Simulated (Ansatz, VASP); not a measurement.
Ni: VASP beside Ansatz

Contents of INCAR:

```
SYSTEM = Ni
ALGO = Normal
EDIFF = 1E-8
ENCUT = 520
GGA = PE
ISIF = 2
ISMEAR = -1
ISPIN = 2
LASPH = .TRUE.
LCHARG = .FALSE.
LEFG = .TRUE.
LMAXMIX = 4
LORBIT = 11
LREAL = .FALSE.
LWAVE = .FALSE.
MAGMOM = 1.5
NBANDS = 15
NELM = 150
PREC = Accurate
SIGMA = 0.08
```

The input KPOINTS:

```
k-points
0
G
  18 18 18
  0 0 0
```

The input POSCAR:

```
Ni
1.0
   -1.3915174127      1.3915174127      1.3915174127
    1.3915174127     -1.3915174127      1.3915174127
    1.3915174127      1.3915174127     -1.3915174127
Ni
1
Direct
    0.0000000000      0.0000000000      0.0000000000
```

Input for Ansatz:

```yaml
crystal:
  lattice:
    - [-1.3915174127, 1.3915174127, 1.3915174127]
    - [1.3915174127, -1.3915174127, 1.3915174127]
    - [1.3915174127, 1.3915174127, -1.3915174127]
  atoms:
    - { symbol: Ni, position: [0.0, 0.0, 0.0], spin: 1.5 }
magnetization:
  spin_polarized: true
kpoints:
  mp_grid: { grid: [18, 18, 18] }
scf:
  occupations: { method: fermi_dirac, width: 0.08 }
hamiltonian:
  xc: pbe
  pseudopotentials: { kind: paw }
output:
  forces: true
  stress: true
  eigenvalues: true
  efg: { contact_densities: true }
```

Change from the starting cell: volume scaled by 0.98, PAW files.

Alike in both runs: task electric field gradients; functional PBE; k mesh 18 × 18 × 18; occupations fermi-dirac, width 0.08 eV; collinear spin.

|  | VASP | Ansatz |
| --- | --- | --- |
| version | VASP 6.6.1 | Ansatz 0.2.0 |
| potentials or method | VASP PAW PBE potentials, release 64 (Ni) | PAW with Ansatz's default frozen-core files, scalar-relativistic |
| plane-wave cutoff (eV) | 520 | 420 |
| valence electrons in the cell | 10 | 18 |

```tsv
	VASP	Ansatz	Ansatz less VASP
pressure (GPa)	3.9	4.1	+0.17
net moment per atom (μB)	0.54	0.55	+0.009
size of the moment on the site where the two differ most (μB)	0.55	0.58	+0.030
```

Site moments also hang on the region over which each program counts them. With one functional, cell and mesh, what is left measures potentials, basis and numerics. VASP's potentials hold 10 valence electrons a cell and Ansatz's 18, so a difference there can come from the potentials and not from the codes.
